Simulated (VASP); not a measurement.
# SiC (P6_3mc) in VASP: single point with HSE06

Aim: the single point of SiC with HSE06.

All numbers are computed with VASP 6.6.1; they aren't measurements. Logs are shortened: lines on timing, memory, paths and dates and some standing lists are left out, and cuts for length are marked.

## 1. The cell of the first run

It takes space group P6_3mc (No. 186, hexagonal). The conventional cell has a = 3.170 Å, b = 3.170 Å, c = 10.379 Å, α = 90.00°, β = 90.00°, γ = 120.00°. Si (site symmetry 3m) has 4 C at 1.94 Å within 2.6 Å. Si (site symmetry 3m) has 4 C at 1.94 to 1.95 Å within 2.6 Å. Within 2.6 Å of C (site symmetry 3m) lie 4 Si at 1.94 Å. C (site symmetry 3m) has 4 Si at 1.94 to 1.95 Å within 2.6 Å.

## 2. Single point, HSE06 (strain +3.0%)

POSCAR

```
SiC
1.0
    3.1698816840      0.0000000000      0.0000000000
   -1.5849408420      2.7451980654      0.0000000000
    0.0000000000      0.0000000000     10.3790244696
Si C
4 4
Direct
    0.0000000000      0.0000000000     -0.0000981281
    0.3333333333      0.6666666667      0.2498281258
    0.0000000000      0.0000000000      0.4999018719
    0.6666666667      0.3333333333      0.7498281258
    0.0000000000      0.0000000000      0.1872691227
    0.3333333333      0.6666666667      0.4380008796
    0.0000000000      0.0000000000      0.6872691227
    0.6666666667      0.3333333333      0.9380008796
```

INCAR.step1

```
SYSTEM = SiC
PREC     = Accurate       ! precision mode
ENCUT    = 520            ! plane-wave cutoff, eV
EDIFF    = 1E-5           ! SCF threshold, eV
ISMEAR   = 0              ! smearing method
SIGMA    = 0.01           ! smearing width, eV
LREAL    = .False.        ! projectors in reciprocal space
LASPH    = .True.         ! aspherical terms in the spheres
NELM     = 100            ! most SCF steps
ALGO     = Normal         ! electronic algorithm
ISIF     = 2              ! what is computed and relaxed
LWAVE    = .True.         ! write WAVECAR
NBANDS   = 26             ! bands
GGA      = PE             ! functional
```

INCAR.step2

```
SYSTEM = SiC
PREC     = Accurate       ! precision mode
ENCUT    = 520            ! plane-wave cutoff, eV
EDIFF    = 1E-7           ! SCF threshold, eV
ISMEAR   = 0              ! smearing method
SIGMA    = 0.01           ! smearing width, eV
LREAL    = .False.        ! projectors in reciprocal space
LASPH    = .True.         ! aspherical terms in the spheres
NELM     = 100            ! most SCF steps
ALGO     = Normal         ! electronic algorithm
ISIF     = 2              ! what is computed and relaxed
LWAVE    = .False.        ! write WAVECAR
LCHARG   = .True.         ! write CHGCAR
GGA      = PE             ! functional
LHFCALC  = .True.         ! exact exchange
HFSCREEN = 0.2079         ! screening, 1/A
PRECFOCK = Fast         
LELF     = .True.         ! ELF
LVHAR    = .True.       
NBANDS   = 26             ! bands
ISTART   = 1
```

KPOINTS

```
Automatic mesh
0
Gamma
  6 6 2
  0 0 0
```

Potentials or basis: VASP PAW PBE potentials, release 64 (Si, C).

The run is started by

```
$ cat potpaw_PBE.64/Si/POTCAR potpaw_PBE.64/C/POTCAR > POTCAR
$ cp INCAR.step1 INCAR
$ mpirun -np 1 vasp_std > vasp.out
$ cp INCAR.step2 INCAR
$ mpirun -np 1 vasp_std > vasp.out
```

OUTCAR:

```text
SYSTEM = SiC
   PREC = Accurate
   ENCUT = 520
   EDIFF = 1E-7
   ISMEAR = 0
   LREAL = .False.
   LASPH = .True.
   NELM = 100
   ISIF = 2
   GGA = PE
   LHFCALC = .True.
   HFSCREEN = 0.2079
   PRECFOCK = Fast
   ISTART = 1

 ion  position               nearest neighbor table
   1  0.000  0.000  1.000-   8 1.94   8 1.94   8 1.94   5 1.94
   2  0.333  0.667  0.250-   5 1.94   5 1.94   5 1.94   6 1.95
   3  0.000  0.000  0.500-   6 1.94   6 1.94   6 1.94   7 1.94
   4  0.667  0.333  0.750-   7 1.94   7 1.94   7 1.94   8 1.95
   5  0.000  0.000  0.187-   2 1.94   2 1.94   2 1.94   1 1.94
   6  0.333  0.667  0.438-   3 1.94   3 1.94   3 1.94   2 1.95
   7  0.000  0.000  0.687-   4 1.94   4 1.94   4 1.94   3 1.94
   8  0.667  0.333  0.938-   1 1.94   1 1.94   1 1.94   4 1.95

  LATTYP: Found a hexagonal cell.
 ALAT       =     3.1698816840
 C/A-ratio  =     3.2742624187

  Lattice vectors:

 A1 = (   3.1698816840,   0.0000000000,   0.0000000000)
 A2 = (  -1.5849408420,   2.7451980654,   0.0000000000)
 A3 = (   0.0000000000,   0.0000000000,  10.3790244696)

Analysis of symmetry for initial positions (statically):
=====================================================================
 Subroutine PRICEL returns:
 Original cell was already a primitive cell.

 Routine SETGRP: Setting up the symmetry group for a
 hexagonal supercell.

 Subroutine GETGRP returns: Found 12 space group operations
 (whereof  6 operations were pure point group operations)
 out of a pool of 24 trial point group operations.

The static configuration has the point symmetry C_3v.
 The point group associated with its full space group is C_6v.

Analysis of symmetry for dynamics (positions and initial velocities):
=====================================================================
 Subroutine PRICEL returns:
 Original cell was already a primitive cell.

 Routine SETGRP: Setting up the symmetry group for a
 hexagonal supercell.

 Subroutine GETGRP returns: Found 12 space group operations
 (whereof  6 operations were pure point group operations)
 out of a pool of 24 trial point group operations.

The dynamic configuration has the point symmetry C_3v.
 The point group associated with its full space group is C_6v.

 Subroutine INISYM returns: Found 12 space group operations
 (whereof  6 operations are pure point group operations),
 and found     1 'primitive' translations

----------------------------------------------------------------------------------------

                                     Primitive cell

  volume of cell :      90.3178

  direct lattice vectors                    reciprocal lattice vectors
     3.169881684  0.000000000  0.000000000     0.315469188  0.182136220  0.000000000
    -1.584940842  2.745198065  0.000000000     0.000000000  0.364272441  0.000000000
     0.000000000  0.000000000 10.379024470     0.000000000  0.000000000  0.096348169

  length of vectors
     3.169881684  3.169881684 10.379024470     0.364272441  0.364272441  0.096348169

  position of ions in fractional coordinates (direct lattice)
     0.000000000  0.000000000  0.999901872
     0.333333333  0.666666667  0.249828126
     0.000000000  0.000000000  0.499901872
     0.666666667  0.333333333  0.749828126
     0.000000000  0.000000000  0.187269123
     0.333333333  0.666666667  0.438000880
     0.000000000  0.000000000  0.687269123
     0.666666667  0.333333333  0.938000880

  ion indices of the primitive-cell ions
   primitive index   ion index
                 1           1
                 2           2
                 3           3
                 4           4
                 5           5
                 6           6
                 7           7
                 8           8

----------------------------------------------------------------------------------------

 KPOINTS: Automatic mesh

Automatic generation of k-mesh.
 Grid dimensions read from file:
 generate k-points for:    6    6    2

 Generating k-lattice:

  Cartesian coordinates                     Fractional coordinates (reciprocal lattice)
     0.052578198  0.030356037  0.000000000     0.166666667  0.000000000  0.000000000
     0.000000000  0.060712073  0.000000000     0.000000000  0.166666667  0.000000000
     0.000000000  0.000000000  0.048174084     0.000000000  0.000000000  0.500000000

  Length of vectors
     0.060712073  0.060712073  0.048174084

  Shift w.r.t. Gamma in fractional coordinates (k-lattice)
     0.000000000  0.000000000  0.000000000

 Subroutine IBZKPT returns following result:
 ===========================================

 Found     14 irreducible k-points:

 Following reciprocal coordinates:
            Coordinates               Weight
  0.000000  0.000000  0.000000      1.000000
  0.166667  0.000000  0.000000      6.000000
  0.333333  0.000000  0.000000      6.000000
  0.500000  0.000000  0.000000      3.000000
  0.166667  0.166667  0.000000      6.000000
  0.333333  0.166667  0.000000     12.000000
  0.333333  0.333333  0.000000      2.000000
  0.000000  0.000000  0.500000      1.000000
  0.166667  0.000000  0.500000      6.000000
  0.333333  0.000000  0.500000      6.000000
  0.500000  0.000000  0.500000      3.000000
  0.166667  0.166667  0.500000      6.000000
  0.333333  0.166667  0.500000     12.000000
  0.333333  0.333333  0.500000      2.000000
   k-points           NKPTS =     14   k-points in BZ     NKDIM =     72   number of bands    NBANDS=     26
   number of dos      NEDOS =    301   number of ions     NIONS =      8
   total plane-waves  NPLWV =  46080
   dimension x,y,z NGX =    24 NGY =   24 NGZ =   80
   dimension x,y,z NGXF=    48 NGYF=   48 NGZF=  160
   ions per type =               4   4
   NGX,Y,Z   is equivalent  to a cutoff of  12.59, 12.59, 12.81 a.u.
   NGXF,Y,Z  is equivalent  to a cutoff of  25.17, 25.17, 25.63 a.u.
 SYSTEM =  SiC
   PREC   = accura    normal or accurate (medium, high low for compatibility)
   ISTART =      1    job   : 0-new  1-cont  2-samecut
   ICHARG =      0    charge: 1-file 2-atom 10-const
   ISPIN  =      1    spin polarized calculation?
   LNONCOLLINEAR =      F non collinear calculations
   LSORBIT =      F    spin-orbit coupling
   LASPH  =      T    aspherical Exc in radial PAW
   ENCUT  =  520.0 eV  38.22 Ry    6.18 a.u.   5.89  5.89 19.30*2*pi/ulx,y,z
   NELM   =    100;   NELMIN=  2; NELMDL=  0     # of ELM steps
   EDIFF  = 0.1E-06   stopping-criterion for ELM
   LREAL  =      F    real-space projection
   EDIFFG = 0.1E-05   stopping-criterion for IOM
   NSW    =      0    number of steps for IOM
   IBRION =     -1    ionic relax: 0-MD 1-quasi-New 2-CG
   NFREE  =      0    steps in history (QN), initial steepest desc. (CG)
   ISIF   =      2    stress and relaxation
   ISYM   =      3    0-nonsym 1-usesym 2-fastsym
   POTIM  = 0.5000    time-step for ionic-motion
   TEBEG  =    0.0;   TEEND  =   0.0 temperature during run
   PSTRESS=    0.0 pullay stress
   NELECT =      32.0000    total number of electrons
   NUPDOWN=      -1.0000    fix difference up-down
   EMIN   =  10.00;   EMAX   =-10.00  energy-range for DOS
   EFERMI =   0.00;   METHOD = LEGACY
   ISMEAR =     0;   SIGMA  =   0.01  broadening in eV -4-tet -1-fermi 0-gaus
   EFERMI_NEDOS =   21; number of points for ismear=-14 and -15
   IALGO  =     38    algorithm
   IMIX   =      1    mixing-type and parameters
     AMIX     =   0.40;   BMIX     =  1.00
     AMIX_MAG =   1.60;   BMIX_MAG =  1.00
  volume/ion in A,a.u.               =      11.29        76.19
  Fermi-wavevector in a.u.,A,eV,Ry     =   1.158423  2.189102 18.258246  1.341943
  Thomas-Fermi vector in A             =   2.295025
   LORBIT       =      0    0 simple, 1 ext, 2 COOP (PROOUT), +10 PAW based schemes
   GGA     = PE    functional components
   LHFCALC =     T    Hartree Fock is set to
   PRECFOCK=fast      Normal, Fast or Accurate (Low or Medium for compatibility)
   ENCUT4O =  -1.0   cutoff for four orbital integrals eV
   NKREDX  =     1    reduce k-point grid by
   NKREDY  =     1    reduce k-point grid by
   NKREDZ  =     1    reduce k-point grid by
   AEXX    =    0.2500 exact exchange contribution
   HFSCREEN=    0.2079 screening length (either q_TF or 0.3 A-1)
   HFSCREENC=   0.2079 screening length for correlation (either q_TF or 0.3 A-1)
   ENCUTFOCK=  -1.0 apply spherical cutoff to Coloumb kernel
   IVDW    =     0    specifies the selected vdW correction
   LEPSILON=     F    determine dielectric tensor
   LRPA    =     F    only Hartree local field effects (RPA)
 non-spin polarized calculation
 Gauss-broadening in eV      SIGMA  =   0.01
  energy-cutoff  :      520.00
  volume of cell :       90.32
 maximum number of plane-waves:      2460
 NGX is ok and might be reduce to    24
  NGX = 14; NGY = 14; NGZ = 48

 number of electron      32.0000000 magnetization

 Free energy of the ion-electron system (eV)
  ---------------------------------------------------
  ext. energy  EPLUGINS =         0.00000000
  ---------------------------------------------------
  free energy    TOTEN  =       -69.17734802 eV

  energy without entropy =      -69.17734802  energy(sigma->0) =      -69.17734802

 E-fermi :   6.7542     XC(G=0):  -9.0640

 val. band max:        6.6417583913   @ k =   0.0000   0.0000   0.0000
 cond. band min:       9.7324974090   @ k =   0.5000   0.0000   0.0000
 fundamental gap:      3.0907390177
 Fermi energy:         6.7542301546

 k-point     1 :       0.0000    0.0000    0.0000
  band No.  band energies     occupation
      1      -9.7226      2.00000
      2      -8.5305      2.00000
      3      -8.4977      2.00000
      4      -6.2071      2.00000
      5      -2.2921      2.00000
      6       2.0033      2.00000
[... 18 lines left out ...]
     25      14.6656      0.00000
     26      15.5073      0.00000

 k-point     2 :       0.1667    0.0000    0.0000
  band No.  band energies     occupation
      1      -9.2365      2.00000
      2      -8.0626      2.00000
      3      -8.0278      2.00000
      4      -5.8034      2.00000
      5      -1.8659      2.00000
      6       1.9690      2.00000
[... 340 lines left out ...]
 k-point    14 :       0.3333    0.3333    0.5000
  band No.  band energies     occupation
      1      -5.1600      2.00000
      2      -5.1600      2.00000
      3      -5.0869      2.00000
      4      -5.0869      2.00000
      5      -1.1291      2.00000
      6      -1.1291      2.00000
[... 18 lines left out ...]
     25      17.6013      0.00000
     26      17.6013      0.00000

------------------------ aborting loop because EDIFF is reached ----------------------------------------

  FORCE on cell =-STRESS in cart. coord.  units (eV):
  Direction    XX          YY          ZZ          XY          YZ          ZX
  --------------------------------------------------------------------------------------
  -------------------------------------------------------------------------------------
  Total      -10.4177254    -10.4177254    -10.4504015      0.0000000      0.0000000      0.0000000
  in kB     -184.8035105   -184.8035105   -185.3831627      0.0000000      0.0000000      0.0000000
  external PRESSURE =    -184.9967279 kB  Pullay stress =       0.0000000 kB

 VOLUME and BASIS-vectors are now :
 -----------------------------------------------------------------------------
  energy-cutoff  :      520.00
  volume of cell :       90.32
      direct lattice vectors                 reciprocal lattice vectors
     3.169881684  0.000000000  0.000000000     0.315469188  0.182136220  0.000000000
    -1.584940842  2.745198065  0.000000000     0.000000000  0.364272441  0.000000000
     0.000000000  0.000000000 10.379024470     0.000000000  0.000000000  0.096348169

 POSITION                                       TOTAL-FORCE (eV/Angst)
 -----------------------------------------------------------------------------------
      0.00000      0.00000     10.37801         0.000000      0.000000     -0.016609
     -0.00000      1.83013      2.59297        -0.000000     -0.000000     -0.005324
      0.00000      0.00000      5.18849        -0.000000      0.000000     -0.016609
      1.58494      0.91507      7.78248        -0.000000      0.000000     -0.005324
      0.00000      0.00000      1.94367        -0.000000      0.000000      0.013864
     -0.00000      1.83013      4.54602        -0.000000     -0.000000      0.008069
      0.00000      0.00000      7.13318         0.000000      0.000000      0.013864
      1.58494      0.91507      9.73553         0.000000      0.000000      0.008069
 -----------------------------------------------------------------------------------
    total drift:                               -0.000001      0.000000     -0.000240

  FREE ENERGIE OF THE ION-ELECTRON SYSTEM (eV)
  ---------------------------------------------------
  free  energy   TOTEN  =       -69.1773480234 eV

  energy  without entropy=      -69.1773480234  energy(sigma->0) =      -69.17734802
```

Wall time 52 min (1 thread of Oxide Virtual Turin-like, shared host); peak memory 0.29 GiB.

What came out:

```yaml
Free_energy: -69.1773 eV
Pressure: -18.5 GPa
Largest_force: 0.017 eV/Å
Band_gap_on_the_k_mesh: 3.09 eV (least direct gap 4.30 eV)
```

Forces on the atoms (eV/Å):
```
Si   0.000  0.000 -0.017
Si   0.000  0.000 -0.005
Si   0.000  0.000 -0.017
Si   0.000  0.000 -0.005
C    0.000  0.000  0.014
C    0.000  0.000  0.008
C    0.000  0.000  0.014
C    0.000  0.000  0.008
```

Caveat: the cell differs from its parent crystal (strain +3.0%); the cell stands under tension; the PAW data sets were made with another functional, which shifts forces and pressure a little.
